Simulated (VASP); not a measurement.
Write the native input for VASP 6.6.1 that does the following.

- Task: single point
- Functional: LDA
- Potentials or basis: VASP PAW LDA potentials, release 64 (W_sv, C)
- Cutoff: 520 eV
- k mesh: 18 × 18 × 18
- Occupations: gaussian, width 0.1 eV
- Spin: no spin polarisation
- Dipole correction: no
- Further INCAR settings: ALGO = Normal; EDIFF = 1e-06; NBANDS = 16

The structure of WC lies in POSCAR:

```
WC
1.0
    2.8837949259      0.0000000000      0.0000000000
   -1.4418974629      2.4974396651      0.0000000000
    0.0000000000      0.0000000000      2.8120924960
W C
1 1
Direct
    0.0000000000      0.0000000000      0.0000000000
    0.3333333333      0.6666666667      0.5000000000
```

The input as run:

INCAR

```
SYSTEM = WC
PREC     = Accurate       ! precision mode
ENCUT    = 520            ! plane-wave cutoff, eV
EDIFF    = 1E-6           ! SCF threshold, eV
ISMEAR   = 0              ! smearing method
SIGMA    = 0.1            ! smearing width, eV
LREAL    = .FALSE.        ! projectors in reciprocal space
LASPH    = .TRUE.         ! aspherical terms in the spheres
NELM     = 80             ! most SCF steps
ALGO     = Normal         ! electronic algorithm
ISIF     = 2              ! what is computed and relaxed
LWAVE    = .FALSE.        ! write WAVECAR
LCHARG   = .TRUE.         ! write CHGCAR
GGA      = CA             ! functional
LELF     = .TRUE.         ! ELF
LVHAR    = .TRUE.       
NBANDS   = 16             ! bands
```

KPOINTS

```
regular mesh
0
G
  18 18 18
  0 0 0
```

Potentials or basis: VASP PAW LDA potentials, release 64 (W_sv, C).

Command:

```console
$ cat potpaw_LDA.64/W_sv/POTCAR potpaw_LDA.64/C/POTCAR > POTCAR
$ mpirun -np 1 vasp_std > vasp.out
```

Results of the run:

```json
{
 "Pressure": "2.7 GPa",
 "Band gap on the k mesh": "zero (bands 9 and 10 overlap by 1.33 eV)"
}
```

Caveat: spin-orbit coupling is left out, which moves the levels of the heavy elements.

It took 100 s on 1 thread of Intel Xeon 8259CL, on a shared host, peak memory 0.23 GiB.
